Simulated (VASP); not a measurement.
**Al: single point with PBE**

The system is Al, a slab with vacuum.

```
Al
1.0
     8.10000    0.00000    0.00000
     0.00000    5.72757    0.00000
     0.00000    0.00000   15.29567
Al
16
Direct
  0.25000 0.25000 0.06538
  0.75000 0.25000 0.06538
  0.25000 0.75000 0.06538
  0.75000 0.75000 0.06538
  0.97648 0.97730 0.15576
  0.49485 0.98591 0.16231
  0.00131 0.49911 0.16330
  0.45652 0.50274 0.16190
  0.21531 0.19958 0.24638
  0.71732 0.23492 0.25945
  0.22911 0.73654 0.25662
  0.70604 0.73612 0.27750
  0.96502 0.97306 0.33651
  0.46921 0.99323 0.33079
  0.98901 0.49780 0.32660
  0.45667 0.46170 0.34060
```

```
Program                : VASP 6.6.1
Task                   : single point
Functional             : PBE
Potentials or basis    : VASP PAW PBE potentials, release 64 (Al)
Cutoff                 : 520 eV
k mesh                 : 2 × 2 × 1
Occupations            : fermi-dirac, width 0.15 eV
Spin                   : no spin polarisation
Dipole correction      : no
Further INCAR settings : LREAL = Auto; ALGO = Normal; EDIFF = 1e-07; NBANDS = 38
```

| Quantity | Value |
| --- | --- |
| Largest force | 1.364 eV/Å |
| Band gap on the k mesh | zero (band 24 reaches 0.57 eV, above the bottom of band 25 at 0.39 eV) |

Forces on the atoms (eV/Å):
```
Al  -0.376 -0.251  0.069
Al  -0.345  0.107  0.445
Al  -0.417  0.158  0.081
Al  -0.476 -0.340  0.300
Al   0.294  0.253 -0.018
Al   0.066  0.236 -0.903
Al  -0.373 -0.256 -1.287
Al   1.135 -0.459  0.087
Al   0.337  0.595  0.167
Al   0.543  0.490 -0.307
Al   0.147  0.000 -0.135
Al   0.484 -0.645 -0.739
Al   0.194  0.464  0.136
Al  -0.547  0.053  1.027
Al  -0.431 -0.608  1.071
Al  -0.234  0.204  0.006
```

Levels at points of the mesh, in eV from the Fermi level:
| k point | band 21 | band 22 | band 23 | band 24 | band 25 | band 26 | band 27 | band 28 |
| --- | --- | --- | --- | --- | --- | --- | --- | --- |
| (0.00, 0.00, 0.00) | -1.26 | -0.89 | -0.75 | -0.57 | -0.07 | -0.02 | 0.29 | 1.15 |
| (0.50, 0.00, 0.00) | -1.01 | -0.95 | -0.88 | -0.72 | 0.22 | 0.27 | 0.44 | 0.54 |
| (0.00, 0.50, 0.00) | -0.80 | -0.67 | 0.05 | 0.11 | 0.39 | 0.54 | 1.11 | 1.33 |
| (0.50, 0.50, 0.00) | -0.59 | -0.32 | -0.13 | -0.07 | 0.25 | 0.28 | 0.52 | 0.67 |

Wall time 3.1 min on 1 thread of Intel(R) Xeon(R) Platinum 8488C (Sapphire Rapids), with other jobs on the host, peak memory 0.63 GiB.

Caveat: the k points lie up to 0.55 Å⁻¹ apart.
